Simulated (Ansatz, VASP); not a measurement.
**Cd2S: VASP beside Ansatz**

```xyz
3
Lattice="3.9627 0.0000 0.0000 -1.9813 3.4318 0.0000 0.0000 0.0000 5.8092" Properties=species:S:1:pos:R:3 pbc="T T T"
Cd    0.0000    2.2878    5.4183
Cd    1.9813    1.1439    3.3620
S     0.0000    2.2878    2.1245
```

Alike in both runs: functional PBEsol; k mesh 8 × 8 × 5; occupations fermi-dirac, width 0.05 eV; non-collinear spin, spin-orbit coupling.

```csv
,VASP,Ansatz
version,VASP 6.6.1,Ansatz 0.2.0
potentials or method,"VASP PAW PBE potentials, release 64 (Cd, S)",Ansatz PAW
plane-wave cutoff (eV),520,420
valence electrons in the cell,30,46
task,single point,band structure
```

Ansatz gave:

- pressure (GPa): -3.1
- traceless stress, the component that is largest in VASP (GPa): -0.57
- rms of the force components (eV/Å): 0.062
- net moment per atom (μB): 0.00

Problem. Estimate VASP's values.

Solution. Pressure (GPa): -2.8; traceless stress, the component that is largest in VASP (GPa): -0.48; rms of the force components (eV/Å): 0.054; net moment per atom (μB): 0.00.

VASP's potentials were made for PBE, not for PBEsol. Atom by atom the forces differ by 0.011 eV/Å (rms over components). With one functional, cell and mesh, what is left measures potentials, basis and numerics. VASP's potentials hold 30 valence electrons a cell and Ansatz's 46, so a difference there can come from the potentials and not from the codes.
